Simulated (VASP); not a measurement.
# Mg2CdS3 (I-4m2) in VASP: notebook

Mg2CdS3 is run at these levels: PBE; tasks: single point.

All numbers are computed with VASP 6.6.1; they aren't measurements. Logs are shortened: lines on timing, memory, paths and dates and some standing lists are left out, and cuts for length are marked.

## 1. The cell of the first run

Symmetry: I-4m2, No. 119, tetragonal system. Conventional cell: a = 3.931 Å, b = 3.931 Å, c = 16.676 Å, α = 90.00°, β = 90.00°, γ = 90.00°. Mg (site symmetry 2mm) has 4 S at 2.41 Å within 3.2 Å. Cd (site symmetry -4m2) has 4 S at 2.41 Å within 3.2 Å. Within 3.2 Å of S (site symmetry 2mm) lie 2 Cd at 2.41 Å and 2 Mg at 2.41 Å. Within 3.2 Å of S (site symmetry -4m2) lie 4 Mg at 2.41 Å.

## 2. Single point, PBE

Input file INCAR:

```
PREC = Accurate ; ENCUT = 520
EDIFF = 1E-6 ; ISMEAR = 0
SIGMA = 0.1 ; LREAL = F
LASPH = T ; NELM = 100
ALGO = Normal ; ISIF = 2
LWAVE = F ; LCHARG = F
GGA = PE ; NBANDS = 26
```

Input file KPOINTS:

```
regular mesh
0
Gamma
  6 6 6
```

Input file POSCAR:

```
Mg2CdS3
1.0
   -1.9652988200      1.9652988200      8.3380567300
    1.9652988200     -1.9652988200      8.3380567300
    1.9652988200      1.9652988200     -8.3380567300
Mg Cd S
2 1 3
Direct
    0.8333333300      0.8333333300      0.0000000000
    0.1666666700      0.1666666700      0.0000000000
    0.5000000000      0.5000000000      0.0000000000
    0.5833333300      0.0833333300      0.5000000000
    0.2500000000      0.7500000000      0.5000000000
    0.9166666700      0.4166666700      0.5000000000
```

Potentials or basis: VASP PAW PBE potentials, release 64 (Mg, Cd, S).

On the command line:

```
$ cat potpaw_PBE.64/Mg/POTCAR potpaw_PBE.64/Cd/POTCAR potpaw_PBE.64/S/POTCAR > POTCAR
$ mpirun -np 1 vasp_std > vasp.out
```

OUTCAR:

```text
PREC = Accurate
   ENCUT = 520
   EDIFF = 1E-6
   ISMEAR = 0
   LREAL = F
   LASPH = T
   NELM = 100
   ISIF = 2
   GGA = PE

 ion  position               nearest neighbor table
   1  0.833  0.833  0.000-   5 2.41   5 2.41   6 2.41   6 2.41
   2  0.167  0.167  0.000-   5 2.41   5 2.41   4 2.41   4 2.41
   3  0.500  0.500  0.000-   4 2.41   6 2.41   4 2.41   6 2.41
   4  0.583  0.083  0.500-   3 2.41   3 2.41   2 2.41   2 2.41
   5  0.250  0.750  0.500-   1 2.41   2 2.41   1 2.41   2 2.41
   6  0.917  0.417  0.500-   3 2.41   3 2.41   1 2.41   1 2.41

  LATTYP: Found a body centered tetragonal cell.
 ALAT       =     3.9305976400
 C/A-ratio  =     4.2426406840

  Lattice vectors:

 A1 = (  -1.9652988200,   1.9652988200,   8.3380567300)
 A2 = (   1.9652988200,  -1.9652988200,   8.3380567300)
 A3 = (   1.9652988200,   1.9652988200,  -8.3380567300)

Analysis of symmetry for initial positions (statically):
=====================================================================
 Subroutine PRICEL returns:
 Original cell was already a primitive cell.

 Routine SETGRP: Setting up the symmetry group for a
 body centered tetragonal supercell.

 Subroutine GETGRP returns: Found  8 space group operations
 (whereof  8 operations were pure point group operations)
 out of a pool of 16 trial point group operations.

The static configuration has the point symmetry D_2d.

Analysis of symmetry for dynamics (positions and initial velocities):
=====================================================================
 Subroutine PRICEL returns:
 Original cell was already a primitive cell.

 Routine SETGRP: Setting up the symmetry group for a
 body centered tetragonal supercell.

 Subroutine GETGRP returns: Found  8 space group operations
 (whereof  8 operations were pure point group operations)
 out of a pool of 16 trial point group operations.

The dynamic configuration has the point symmetry D_2d.

 Subroutine INISYM returns: Found  8 space group operations
 (whereof  8 operations are pure point group operations),
 and found     1 'primitive' translations

----------------------------------------------------------------------------------------

                                     Primitive cell

  volume of cell :     128.8196

  direct lattice vectors                    reciprocal lattice vectors
    -1.965298820  1.965298820  8.338056730     0.000000000  0.254414237  0.059966011
     1.965298820 -1.965298820  8.338056730     0.254414237  0.000000000  0.059966011
     1.965298820  1.965298820 -8.338056730     0.254414237  0.254414237  0.000000000

  length of vectors
     8.789083509  8.789083509  8.789083509     0.261385781  0.261385781  0.359796065

  position of ions in fractional coordinates (direct lattice)
     0.833333330  0.833333330  0.000000000
     0.166666670  0.166666670  0.000000000
     0.500000000  0.500000000  0.000000000
     0.583333330  0.083333330  0.500000000
     0.250000000  0.750000000  0.500000000
     0.916666670  0.416666670  0.500000000

  ion indices of the primitive-cell ions
   primitive index   ion index
                 1           1
                 2           2
                 3           3
                 4           4
                 5           5
                 6           6

----------------------------------------------------------------------------------------

 KPOINTS: regular mesh

Automatic generation of k-mesh.
 Grid dimensions read from file:
 generate k-points for:    6    6    6

 Generating k-lattice:

  Cartesian coordinates                     Fractional coordinates (reciprocal lattice)
     0.000000000  0.042402373  0.009994335     0.166666667  0.000000000 -0.000000000
     0.042402373  0.000000000  0.009994335     0.000000000  0.166666667 -0.000000000
     0.042402373  0.042402373  0.000000000     0.000000000  0.000000000  0.166666667

  Length of vectors
     0.043564297  0.043564297  0.059966011

  Shift w.r.t. Gamma in fractional coordinates (k-lattice)
     0.000000000  0.000000000  0.000000000

 Subroutine IBZKPT returns following result:
 ===========================================

 Found     30 irreducible k-points:

 Following reciprocal coordinates:
            Coordinates               Weight
  0.000000  0.000000  0.000000      1.000000
  0.166667  0.000000 -0.000000      8.000000
  0.333333  0.000000  0.000000      8.000000
  0.500000  0.000000 -0.000000      4.000000
  0.166667  0.166667 -0.000000      8.000000
  0.333333  0.166667  0.000000     16.000000
[... 16 lines left out ...]
 -0.333333 -0.333333  0.166667      8.000000
 -0.166667 -0.333333  0.166667      8.000000
 [... further k-points ...]
   k-points           NKPTS =     30   k-points in BZ     NKDIM =     30   number of bands    NBANDS=     26
   number of dos      NEDOS =    301   number of ions     NIONS =      6
   total plane-waves  NPLWV = 343000
   dimension x,y,z NGX =    70 NGY =   70 NGZ =   70
   dimension x,y,z NGXF=   140 NGYF=  140 NGZF=  140
   ions per type =               2   1   3
   NGX,Y,Z   is equivalent  to a cutoff of  13.24, 13.24, 13.24 a.u.
   NGXF,Y,Z  is equivalent  to a cutoff of  26.48, 26.48, 26.48 a.u.
 SYSTEM =  unknown system
   PREC   = accura    normal or accurate (medium, high low for compatibility)
   ISTART =      0    job   : 0-new  1-cont  2-samecut
   ICHARG =      2    charge: 1-file 2-atom 10-const
   ISPIN  =      1    spin polarized calculation?
   LNONCOLLINEAR =      F non collinear calculations
   LSORBIT =      F    spin-orbit coupling
   LASPH  =      T    aspherical Exc in radial PAW
   ENCUT  =  520.0 eV  38.22 Ry    6.18 a.u.  16.34 16.34 16.34*2*pi/ulx,y,z
   NELM   =    100;   NELMIN=  2; NELMDL= -5     # of ELM steps
   EDIFF  = 0.1E-05   stopping-criterion for ELM
   LREAL  =      F    real-space projection
   EDIFFG = 0.1E-04   stopping-criterion for IOM
   NSW    =      0    number of steps for IOM
   IBRION =     -1    ionic relax: 0-MD 1-quasi-New 2-CG
   NFREE  =      0    steps in history (QN), initial steepest desc. (CG)
   ISIF   =      2    stress and relaxation
   ISYM   =      2    0-nonsym 1-usesym 2-fastsym
   POTIM  = 0.5000    time-step for ionic-motion
   TEBEG  =    0.0;   TEEND  =   0.0 temperature during run
   PSTRESS=    0.0 pullay stress
   NELECT =      34.0000    total number of electrons
   NUPDOWN=      -1.0000    fix difference up-down
   EMIN   =  10.00;   EMAX   =-10.00  energy-range for DOS
   EFERMI =   0.00;   METHOD = LEGACY
   ISMEAR =     0;   SIGMA  =   0.10  broadening in eV -4-tet -1-fermi 0-gaus
   EFERMI_NEDOS =   21; number of points for ismear=-14 and -15
   IALGO  =     38    algorithm
   IMIX   =      4    mixing-type and parameters
     AMIX     =   0.40;   BMIX     =  1.00
     AMIX_MAG =   1.60;   BMIX_MAG =  1.00
  volume/ion in A,a.u.               =      21.47       144.89
  Fermi-wavevector in a.u.,A,eV,Ry     =   1.050124  1.984446 15.003958  1.102760
  Thomas-Fermi vector in A             =   2.185114
   LORBIT       =      0    0 simple, 1 ext, 2 COOP (PROOUT), +10 PAW based schemes
   GGA     = PE    functional components
   LHFCALC =     F    Hartree Fock is set to
   AEXX    =    0.0000 exact exchange contribution
   IVDW    =     0    specifies the selected vdW correction
   LEPSILON=     F    determine dielectric tensor
   LRPA    =     F    only Hartree local field effects (RPA)
 non-spin polarized calculation
 Gauss-broadening in eV      SIGMA  =   0.10
  energy-cutoff  :      520.00
  volume of cell :      128.82
 maximum number of plane-waves:      3504
 NGX is ok and might be reduce to    70
   NGX = 33   NGY = 33   NGZ = 33

 number of electron      34.0000000 magnetization

 Free energy of the ion-electron system (eV)
  ---------------------------------------------------
  ext. energy  EPLUGINS =         0.00000000
  ---------------------------------------------------
  free energy    TOTEN  =       -22.60716764 eV

  energy without entropy =      -22.60716764  energy(sigma->0) =      -22.60716764

 E-fermi :   2.4315     XC(G=0):  -9.0182

 val. band max:        1.9638180440   @ k =   0.0000   0.0000   0.0000
 cond. band min:       4.7619728507   @ k =   0.0000   0.0000   0.0000
 fundamental gap:      2.7981548067
 Fermi energy:         2.4314588220

 k-point     1 :       0.0000    0.0000    0.0000
  band No.  band energies     occupation
      1     -10.3063      2.00000
      2      -9.7670      2.00000
      3      -9.4081      2.00000
      4      -5.5356      2.00000
      5      -5.5356      2.00000
      6      -5.2682      2.00000
[... 18 lines left out ...]
     25       9.3982      0.00000
     26      10.8830      0.00000

 k-point     2 :       0.1667    0.0000   -0.0000
  band No.  band energies     occupation
      1     -10.1986      2.00000
      2      -9.7506      2.00000
      3      -9.3588      2.00000
      4      -5.5281      2.00000
      5      -5.5171      2.00000
      6      -5.2335      2.00000
[... 18 lines left out ...]
     25       9.7075      0.00000
     26       9.8358      0.00000

 k-point     3 :       0.3333    0.0000    0.0000
  band No.  band energies     occupation
      1      -9.9472      2.00000
      2      -9.7145      2.00000
      3      -9.2867      2.00000
      4      -5.5129      2.00000
      5      -5.4271      2.00000
      6      -5.1145      2.00000
[... 18 lines left out ...]
     25       9.6467      0.00000
     26       9.9566      0.00000

 k-point     4 :       0.5000    0.0000   -0.0000
  band No.  band energies     occupation
      1      -9.7597      2.00000
      2      -9.7309      2.00000
      3      -9.2709      2.00000
      4      -5.5050      2.00000
      5      -5.3696      2.00000
      6      -5.1303      2.00000
[... 18 lines left out ...]
     25       9.8890      0.00000
     26       9.9551      0.00000
[... 496 lines left out ...]
      1      -9.9222      2.00000
      2      -9.7489      2.00000
      3      -9.2785      2.00000
      4      -5.5128      2.00000
      5      -5.4314      2.00000
      6      -5.1151      2.00000
[... 18 lines left out ...]
     25       9.6911      0.00000
     26       9.8070      0.00000

 k-point    23 :      -0.3333   -0.3333    0.1667
  band No.  band energies     occupation
      1     -10.0497      2.00000
      2      -9.8100      2.00000
      3      -9.2782      2.00000
      4      -5.5310      2.00000
      5      -5.4676      2.00000
      6      -5.1995      2.00000
[... 18 lines left out ...]
     25       9.7492      0.00000
     26      10.0484      0.00000

 k-point    24 :      -0.1667   -0.3333    0.1667
  band No.  band energies     occupation
      1     -10.1634      2.00000
      2      -9.8229      2.00000
      3      -9.3226      2.00000
      4      -5.5281      2.00000
      5      -5.5191      2.00000
      6      -5.2351      2.00000
[... 18 lines left out ...]
     25       9.6709      0.00000
     26       9.7589      0.00000

 [... further k-points ...]
[... 5 lines left out ...]
  --------------------------------------------------------------------------------------
  -------------------------------------------------------------------------------------
  Total        6.8885779      6.8885779      6.7609636      0.0000000      0.0000000      0.0000000
  in kB       85.6757925     85.6757925     84.0886066      0.0000000      0.0000000      0.0000000
  external PRESSURE =      85.1467305 kB  Pullay stress =       0.0000000 kB

 VOLUME and BASIS-vectors are now :
 -----------------------------------------------------------------------------
  energy-cutoff  :      520.00
  volume of cell :      128.82
      direct lattice vectors                 reciprocal lattice vectors
    -1.965298820  1.965298820  8.338056730     0.000000000  0.254414237  0.059966011
     1.965298820 -1.965298820  8.338056730     0.254414237  0.000000000  0.059966011
     1.965298820  1.965298820 -8.338056730     0.254414237  0.254414237  0.000000000

 POSITION                                       TOTAL-FORCE (eV/Angst)
 -----------------------------------------------------------------------------------
      0.00000      0.00000     13.89676        -0.000000     -0.000000      0.006703
      0.00000      0.00000      2.77935        -0.000000     -0.000000     -0.006703
      0.00000      0.00000      8.33806        -0.000000     -0.000000      0.000000
      0.00000      1.96530      1.38968         0.000000      0.000000      1.143345
      1.96530      0.00000      4.16903        -0.000000     -0.000000      0.000000
      0.00000      1.96530      6.94838        -0.000000     -0.000000     -1.143345
 -----------------------------------------------------------------------------------
    total drift:                                0.000000     -0.000000     -0.000000

  FREE ENERGIE OF THE ION-ELECTRON SYSTEM (eV)
  ---------------------------------------------------
  free  energy   TOTEN  =       -22.6071676449 eV

  energy  without entropy=      -22.6071676449  energy(sigma->0) =      -22.60716764
```

It took 7 min on 1 thread of Intel Xeon Platinum 8259CL at 2.50GHz (Skylake/Cascade Lake), shared host; peak memory 0.71 GiB.

Results:

```
Free energy            : -22.6072 eV
Pressure               : 8.5 GPa
Largest force          : 1.143 eV/Å
Band gap on the k mesh : 2.80 eV, direct
```

Forces on the atoms (eV/Å):
```
Mg   0.000  0.000  0.007
Mg   0.000  0.000 -0.007
Cd   0.000  0.000  0.000
S    0.000  0.000  1.143
S    0.000  0.000  0.000
S    0.000  0.000 -1.143
```

Stress tensor (GPa, compression positive):
```
8.57 0.00 0.00
0.00 8.57 0.00
0.00 0.00 8.41
```

Levels at points of the mesh, in eV from the valence-band top:
| k point | band 13 | band 14 | band 15 | band 16 | band 17 | band 18 | band 19 | band 20 | band 21 | band 22 |
| --- | --- | --- | --- | --- | --- | --- | --- | --- | --- | --- |
| (0.00, 0.00, 0.00) | -1.24 | -1.24 | -0.10 | 0.00 | 0.00 | 2.80 | 4.16 | 4.34 | 5.50 | 5.60 |
| (0.50, 0.00, 0.00) | -1.37 | -0.89 | -0.80 | -0.63 | -0.39 | 4.31 | 5.44 | 5.75 | 6.39 | 6.61 |
| (0.50, 0.50, 0.00) | -2.04 | -2.01 | -1.98 | -1.67 | -1.65 | 3.47 | 4.62 | 4.92 | 4.97 | 6.48 |
| (0.50, 0.50, 0.50) | -0.94 | -0.92 | -0.92 | -0.18 | -0.18 | 3.54 | 4.04 | 4.48 | 5.14 | 6.49 |

Caveat: forces of over 1 eV/Å act on the atoms, so gaps and moduli don't describe the material at rest.

## 3. Single point, PBE

This run uses another cell than the first one, of 23.94 Å³/atom, 1.115 times its volume.

Input file INCAR:

```
PREC = Accurate
ENCUT = 520
EDIFF = 1E-6
ISMEAR = 0
SIGMA = 0.1
LREAL = False
LASPH = True
NELM = 60
ALGO = Normal
ISIF = 2
LWAVE = False
LCHARG = False
GGA = PE
NBANDS = 26
```

Input file KPOINTS:

```
Automatic mesh
0
Gamma
  6 6 6
```

Input file POSCAR:

```
Mg2CdS3
1.0
   -2.0411069349      2.0411069349      8.6194002661
    2.0411069349     -2.0411069349      8.6194002661
    2.0411069349      2.0411069349     -8.6194002661
Mg Cd S
2 1 3
Direct
    0.8309568130      0.8309568130      0.0000000000
    0.1690431870      0.1690431870      0.0000000000
    0.5000000000      0.5000000000      0.0000000000
    0.5889339012      0.0889339012      0.5000000000
    0.2500000000      0.7500000000      0.5000000000
    0.9110660988      0.4110660988      0.5000000000
```

Potentials or basis: VASP PAW PBE potentials, release 64 (Mg, Cd, S).

On the command line:

```
$ cat potpaw_PBE.64/Mg/POTCAR potpaw_PBE.64/Cd/POTCAR potpaw_PBE.64/S/POTCAR > POTCAR
$ mpirun -np 1 vasp_std > vasp.out
```

Wall time 7 min (1 thread of Intel Xeon Platinum 8259CL at 2.50GHz (Skylake/Cascade Lake), shared host); peak memory 0.73 GiB.

It converged, with:

- Free energy: -23.0803 eV
- Pressure: 0.2 GPa
- Largest force: 0.061 eV/Å
- Band gap on the k mesh: 2.39 eV, direct

Forces on the atoms (eV/Å):
```
Mg   0.000  0.000 -0.008
Mg   0.000  0.000  0.008
Cd   0.000  0.000  0.000
S    0.000  0.000  0.061
S    0.000  0.000  0.000
S    0.000  0.000 -0.061
```

Levels at points of the mesh, in eV from the valence-band top:
| k point | band 15 | band 16 | band 17 | band 18 | band 19 | band 20 |
| --- | --- | --- | --- | --- | --- | --- |
| (0.00, 0.00, 0.00) | -0.12 | 0.00 | 0.00 | 2.39 | 4.32 | 4.48 |
| (0.50, 0.00, 0.00) | -0.70 | -0.51 | -0.25 | 3.91 | 5.09 | 5.51 |
| (0.50, 0.50, 0.00) | -1.55 | -1.34 | -1.31 | 3.71 | 4.64 | 4.82 |
| (0.50, 0.50, 0.50) | -0.69 | -0.18 | -0.18 | 3.51 | 3.76 | 4.24 |

A k mesh can miss the band edges.
